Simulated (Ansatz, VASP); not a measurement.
# BaRe in VASP and in Ansatz

Contents of INCAR:

```
SYSTEM = BaRe
PREC = Accurate ; ENCUT = 520
EDIFF = 1E-6 ; ISMEAR = 0
SIGMA = 0.05 ; LREAL = .FALSE.
LASPH = .TRUE. ; NELM = 100
ALGO = Fast ; ISIF = 2
LWAVE = .FALSE. ; LCHARG = .TRUE.
GGA = PS ; LELF = .TRUE.
LVHAR = .TRUE. ; NBANDS = 16
```

File KPOINTS:

```
Automatic mesh
0
G
  8 8 8
  0 0 0
```

File POSCAR:

```
BaRe
1.0
    3.5664100143      0.0000000000      0.0000000000
    0.0000000000      3.5664100143      0.0000000000
    0.0000000000      0.0000000000      3.5664100143
Ba Re
1 1
Direct
    0.0000000000      0.0000000000      0.0000000000
    0.5000000000      0.5000000000      0.5000000000
```

Input for Ansatz:

```yaml
crystal:
  lattice:
    - [3.5664100143, 0.0, 0.0]
    - [0.0, 3.5664100143, 0.0]
    - [0.0, 0.0, 3.5664100143]
  atoms:
    - { symbol: Ba, position: [0.0, 0.0, 0.0] }
    - { symbol: Re, position: [0.5, 0.5, 0.5] }
basis:
  ecutwfc: 420
  ecutrho_ratio: 4
kpoints:
  mp_grid: { grid: [8, 8, 8] }
hamiltonian:
  xc: pbesol
scf:
  occupations: { method: gaussian, width: 0.05 }
output:
  forces: true
  stress: true
  eigenvalues: true
```

Alike in both runs: task single point; functional PBEsol; k mesh 8 × 8 × 8; occupations gaussian, width 0.05 eV; no spin polarisation.

|  | VASP | Ansatz |
| --- | --- | --- |
| version | VASP 6.6.1 | Ansatz 0.2.0 |
| potentials or method | VASP PAW PBE potentials, release 64 (Ba_sv, Re), cutoff 520 eV | scalar-relativistic, plane waves, PAW |
| valence electrons in the cell | 17 | 25 |

|  | VASP | Ansatz | Ansatz less VASP |
| --- | --- | --- | --- |
| gap on the k mesh at the Fermi level (eV) | none | none | - |
| pressure (GPa) | 6.1 | 3.0 | -3.09 |

VASP's potentials were made for PBE, not for PBEsol. A gap of «none» marks a metal or a gap that the smearing closes. The functional is the same, so the differences come from potentials, cutoffs and numerics. VASP's potentials hold 17 valence electrons a cell and Ansatz's 25, so a difference there can come from the potentials and not from the codes.

Spin-orbit coupling is off throughout.
